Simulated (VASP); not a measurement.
# NbH2 in VASP: notebook

NbH2 is run at these levels: LDA; tasks: electric field gradients.

Program: VASP 6.6.1. These are calculated values, not measurements. Logs are shortened: lines on timing, memory, paths and dates and some standing lists are left out, and cuts for length are marked.

**1. The cell of the first run**

The structure is cubic, space group Fm-3m (No. 225). Conventional cell: a = 4.623 Å, b = 4.623 Å, c = 4.623 Å, α = 90.00°, β = 90.00°, γ = 90.00°. Within 2.7 Å of Nb (site symmetry m-3m) lie 8 H at 2.00 Å. H (site symmetry -43m) has 4 Nb at 2.00 Å and 6 H at 2.31 Å within 2.7 Å.

**2. Electric field gradients, LDA (volume scaled by 1.04)**

INCAR

```
SYSTEM = NbH2
  PREC = Accurate
  ENCUT = 520
  EDIFF = 1E-8
  ISMEAR = -1
  SIGMA = 0.03
  LREAL = .False.
  LASPH = .True.
  NELM = 100
  ALGO = Normal
  ISIF = 2
  LWAVE = .False.
  LCHARG = .False.
  GGA = CA
  LEFG = .True.
  NBANDS = 14
```

KPOINTS

```
Automatic mesh
0
Gamma
  15 15 15
  0 0 0
```

POSCAR

```
NbH2
1.0
    0.0000000000      2.3115231798      2.3115231798
    2.3115231798      0.0000000000      2.3115231798
    2.3115231798      2.3115231798      0.0000000000
Nb H
1 2
Direct
    0.0000000000      0.0000000000      0.0000000000
    0.2500000000      0.2500000000      0.2500000000
    0.7500000000      0.7500000000      0.7500000000
```

Potentials or basis: VASP PAW LDA potentials, release 64 (Nb_sv, H).

On the command line:

```sh
$ cat potpaw_LDA.64/Nb_sv/POTCAR potpaw_LDA.64/H/POTCAR > POTCAR
$ mpirun -np 1 vasp_std > vasp.out
```

OUTCAR:

```text
SYSTEM = NbH2
   PREC = Accurate
   ENCUT = 520
   EDIFF = 1E-8
   ISMEAR = -1
   LREAL = .False.
   LASPH = .True.
   NELM = 100
   ISIF = 2
   GGA = CA

 ion  position               nearest neighbor table
   1  0.000  0.000  0.000-
   2  0.250  0.250  0.250-
   3  0.750  0.750  0.750-

  LATTYP: Found a face centered cubic cell.
 ALAT       =     4.6230463596

  Lattice vectors:

 A1 = (   0.0000000000,   2.3115231798,   2.3115231798)
 A2 = (   2.3115231798,   0.0000000000,   2.3115231798)
 A3 = (   2.3115231798,   2.3115231798,   0.0000000000)

Analysis of symmetry for initial positions (statically):
=====================================================================
 Subroutine PRICEL returns:
 Original cell was already a primitive cell.

 Routine SETGRP: Setting up the symmetry group for a
 face centered cubic supercell.

 Subroutine GETGRP returns: Found 48 space group operations
 (whereof 48 operations were pure point group operations)
 out of a pool of 48 trial point group operations.

The static configuration has the point symmetry O_h .

Analysis of symmetry for dynamics (positions and initial velocities):
=====================================================================
 Subroutine PRICEL returns:
 Original cell was already a primitive cell.

 Routine SETGRP: Setting up the symmetry group for a
 face centered cubic supercell.

 Subroutine GETGRP returns: Found 48 space group operations
 (whereof 48 operations were pure point group operations)
 out of a pool of 48 trial point group operations.

The dynamic configuration has the point symmetry O_h .

 Subroutine INISYM returns: Found 48 space group operations
 (whereof 48 operations are pure point group operations),
 and found     1 'primitive' translations

----------------------------------------------------------------------------------------

                                     Primitive cell

  volume of cell :      24.7016

  direct lattice vectors                    reciprocal lattice vectors
     0.000000000  2.311523180  2.311523180    -0.216307586  0.216307586  0.216307586
     2.311523180  0.000000000  2.311523180     0.216307586 -0.216307586  0.216307586
     2.311523180  2.311523180  0.000000000     0.216307586  0.216307586 -0.216307586

  length of vectors
     3.268987431  3.268987431  3.268987431     0.374655730  0.374655730  0.374655730

  position of ions in fractional coordinates (direct lattice)
     0.000000000  0.000000000  0.000000000
     0.250000000  0.250000000  0.250000000
     0.750000000  0.750000000  0.750000000

  ion indices of the primitive-cell ions
   primitive index   ion index
                 1           1
                 2           2
                 3           3

----------------------------------------------------------------------------------------

 KPOINTS: Automatic mesh

Automatic generation of k-mesh.
 Grid dimensions read from file:
 generate k-points for:   15   15   15

 Generating k-lattice:

  Cartesian coordinates                     Fractional coordinates (reciprocal lattice)
    -0.014420506  0.014420506  0.014420506     0.066666667  0.000000000  0.000000000
     0.014420506 -0.014420506  0.014420506     0.000000000  0.066666667  0.000000000
     0.014420506  0.014420506 -0.014420506     0.000000000  0.000000000  0.066666667

  Length of vectors
     0.024977049  0.024977049  0.024977049

  Shift w.r.t. Gamma in fractional coordinates (k-lattice)
     0.000000000  0.000000000  0.000000000

 Subroutine IBZKPT returns following result:
 ===========================================

 Found    120 irreducible k-points:

 Following reciprocal coordinates:
            Coordinates               Weight
[... 35 lines left out ...]
   ISTART =      0    job   : 0-new  1-cont  2-samecut
   ICHARG =      2    charge: 1-file 2-atom 10-const
   ISPIN  =      1    spin polarized calculation?
   LNONCOLLINEAR =      F non collinear calculations
   LSORBIT =      F    spin-orbit coupling
   LASPH  =      T    aspherical Exc in radial PAW
   ENCUT  =  520.0 eV  38.22 Ry    6.18 a.u.   6.08  6.08  6.08*2*pi/ulx,y,z
   NELM   =    100;   NELMIN=  2; NELMDL= -5     # of ELM steps
   EDIFF  = 0.1E-07   stopping-criterion for ELM
   LREAL  =      F    real-space projection
   EDIFFG = 0.1E-06   stopping-criterion for IOM
   NSW    =      0    number of steps for IOM
   IBRION =     -1    ionic relax: 0-MD 1-quasi-New 2-CG
   NFREE  =      0    steps in history (QN), initial steepest desc. (CG)
   ISIF   =      2    stress and relaxation
   ISYM   =      2    0-nonsym 1-usesym 2-fastsym
   POTIM  = 0.5000    time-step for ionic-motion
   TEBEG  =    0.0;   TEEND  =   0.0 temperature during run
   PSTRESS=    0.0 pullay stress
   NELECT =      15.0000    total number of electrons
   NUPDOWN=      -1.0000    fix difference up-down
   EMIN   =  10.00;   EMAX   =-10.00  energy-range for DOS
   EFERMI =   0.00;   METHOD = LEGACY
   ISMEAR =    -1;   SIGMA  =   0.03  broadening in eV -4-tet -1-fermi 0-gaus
   EFERMI_NEDOS =   21; number of points for ismear=-14 and -15
   IALGO  =     38    algorithm
   IMIX   =      4    mixing-type and parameters
     AMIX     =   0.40;   BMIX     =  1.00
     AMIX_MAG =   1.60;   BMIX_MAG =  1.00
  volume/ion in A,a.u.               =       8.23        55.56
  Fermi-wavevector in a.u.,A,eV,Ry     =   1.386321  2.619766 26.148829  1.921885
  Thomas-Fermi vector in A             =   2.510647
   LORBIT       =      0    0 simple, 1 ext, 2 COOP (PROOUT), +10 PAW based schemes
   GGA     = CA    functional components
   LHFCALC =     F    Hartree Fock is set to
   AEXX    =    0.0000 exact exchange contribution
   IVDW    =     0    specifies the selected vdW correction
   LEPSILON=     F    determine dielectric tensor
   LRPA    =     F    only Hartree local field effects (RPA)
 non-spin polarized calculation
  energy-cutoff  :      520.00
  volume of cell :       24.70
 maximum number of plane-waves:       680
   NGX = 13   NGY = 13   NGZ = 13

 number of electron      15.0000003 magnetization

 Free energy of the ion-electron system (eV)
  ---------------------------------------------------
  ext. energy  EPLUGINS =         0.00000000
  ---------------------------------------------------
  free energy    TOTEN  =       -19.19191692 eV

  energy without entropy =      -19.18860208  energy(sigma->0) =      -19.19025950

 E-fermi :   9.2881     XC(G=0): -12.0524

 val. band max:        9.2828077707   @ k =  -0.4667   0.2667   0.1333
 cond. band min:       9.2903743358   @ k =  -0.4000   0.2667   0.0667
 fundamental gap:      0.0075665651
 Fermi energy:         9.2881276924

 k-point     1 :       0.0000    0.0000    0.0000
  band No.  band energies     occupation
      1     -45.8478      2.00000
      2     -21.8101      2.00000
      3     -21.8101      2.00000
      4     -21.8101      2.00000
      5      -1.1109      2.00000
      6       7.9788      2.00000
      7       7.9788      2.00000
      8       7.9788      2.00000
      9       8.3474      2.00000
     10      10.4645      0.00000
     11      10.4645      0.00000
     12      21.4747      0.00000
     13      22.4672      0.00000
     14      22.4672      0.00000
[... 377 lines left out ...]
      1     -45.8221      2.00000
      2     -21.9873      2.00000
      3     -21.8613      2.00000
      4     -21.8576      2.00000
      5      -0.1070      2.00000
      6       4.7746      2.00000
      7       8.5263      2.00000
      8       8.5686      2.00000
      9       9.4244      0.02109
     10      10.7707      0.00000
     11      12.6282      0.00000
     12      18.8670      0.00000
     13      22.5203      0.00000
     14      22.7502      0.00000

 [... further k-points ...]

------------------------ aborting loop because EDIFF is reached ----------------------------------------

  FORCE on cell =-STRESS in cart. coord.  units (eV):
  Direction    XX          YY          ZZ          XY          YZ          ZX
  --------------------------------------------------------------------------------------
  -------------------------------------------------------------------------------------
  Total       -2.2021953     -2.2021953     -2.2021953      0.0000000      0.0000000     -0.0000000
  in kB     -142.8373090   -142.8373090   -142.8373090      0.0000000      0.0000000     -0.0000000
  external PRESSURE =    -142.8373090 kB  Pullay stress =       0.0000000 kB

 VOLUME and BASIS-vectors are now :
 -----------------------------------------------------------------------------
  energy-cutoff  :      520.00
  volume of cell :       24.70
      direct lattice vectors                 reciprocal lattice vectors
     0.000000000  2.311523180  2.311523180    -0.216307586  0.216307586  0.216307586
     2.311523180  0.000000000  2.311523180     0.216307586 -0.216307586  0.216307586
     2.311523180  2.311523180  0.000000000     0.216307586  0.216307586 -0.216307586

 POSITION                                       TOTAL-FORCE (eV/Angst)
 -----------------------------------------------------------------------------------
      0.00000      0.00000      0.00000        -0.000000      0.000000     -0.000000
      1.15576      1.15576      1.15576         0.000000      0.000000     -0.000000
      3.46728      3.46728      3.46728        -0.000000     -0.000000      0.000000
 -----------------------------------------------------------------------------------
    total drift:                               -0.000000      0.000000      0.000000

  FREE ENERGIE OF THE ION-ELECTRON SYSTEM (eV)
  ---------------------------------------------------
  free  energy   TOTEN  =       -19.1919169210 eV

  energy  without entropy=      -19.1886020783  energy(sigma->0) =      -19.19025950

 Electric field gradients (V/A^2)
---------------------------------------------------------------------
 ion       V_xx      V_yy      V_zz      V_xy      V_xz      V_yz
---------------------------------------------------------------------
   1       0.000    -0.000    -0.000    -0.000    -0.000    -0.000
   2      -0.000     0.000     0.000    -0.002    -0.002    -0.002
   3      -0.000     0.000     0.000    -0.002    -0.002    -0.002
---------------------------------------------------------------------

 Electric field gradients after diagonalization (V/A^2)
 (convention: |V_zz| > |V_xx| > |V_yy|)
----------------------------------------------------------------------
 ion       V_xx      V_yy      V_zz     asymmetry (V_yy - V_xx)/ V_zz
----------------------------------------------------------------------
   1       0.000     0.000    -0.001       0.000
   2       0.002     0.002    -0.003       0.000
   3       0.002     0.002    -0.003       0.000
----------------------------------------------------------------------

           NMR quadrupolar parameters

 Cq : quadrupolar parameter    Cq=e*Q*V_zz/h
 eta: asymmetry parameters     (V_yy - V_xx)/ V_zz
 Q  : nuclear electric quadrupole moment in mb (millibarn)
----------------------------------------------------------------------
 ion       Cq(MHz)       eta       Q (mb)
----------------------------------------------------------------------
   1      -0.000       0.000       1.000
   2      -0.000       0.000       1.000
   3      -0.000       0.000       1.000
----------------------------------------------------------------------
```

It took 17 s on 1 thread of Intel Xeon Platinum 8488C (Sapphire Rapids), shared host; peak memory 0.16 GiB.

Results:

```
Free energy : -19.1919 eV
Pressure    : -14.3 GPa
```

Levels at points of the mesh, in eV from the Fermi level:
```csv
k point,band 6,band 7,band 8,band 9,band 10,band 11
"(0.00, 0.00, 0.00)",-1.31,-1.31,-1.31,-0.94,1.18,1.18
```

Caveat: without QUAD_EFG the Cq values of the log hold for a quadrupole moment of 1 mb, not for the nuclei.

(Continued in part 2 of 2.)
